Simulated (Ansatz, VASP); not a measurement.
# W in VASP and in Ansatz

```
CELL_PARAMETERS angstrom
-1.58677 1.58677 1.58677
1.58677 -1.58677 1.58677
1.58677 1.58677 -1.58677
ATOMIC_POSITIONS crystal
W 0.00000 0.00000 0.00000
```

Alike in both runs: task single point; functional r2SCAN; k mesh 15 × 15 × 15; no spin polarisation.

|  | VASP | Ansatz |
| --- | --- | --- |
| version | VASP 6.6.1 | Ansatz 0.2.0 |
| potentials or method | VASP PAW PBE potentials, release 64 (W_sv), cutoff 520 eV | PAW plane waves |
| occupations | fermi-dirac, width 0.1 eV | fermi-dirac |
| valence electrons in the cell | 14 | 14 |

Ansatz gave:

- pressure (GPa): -1.4

Problem. Estimate VASP's values.

Solution. Pressure (GPa): -0.2.

VASP's potentials were made for PBE, not for r2SCAN.

Spin-orbit coupling is off throughout.
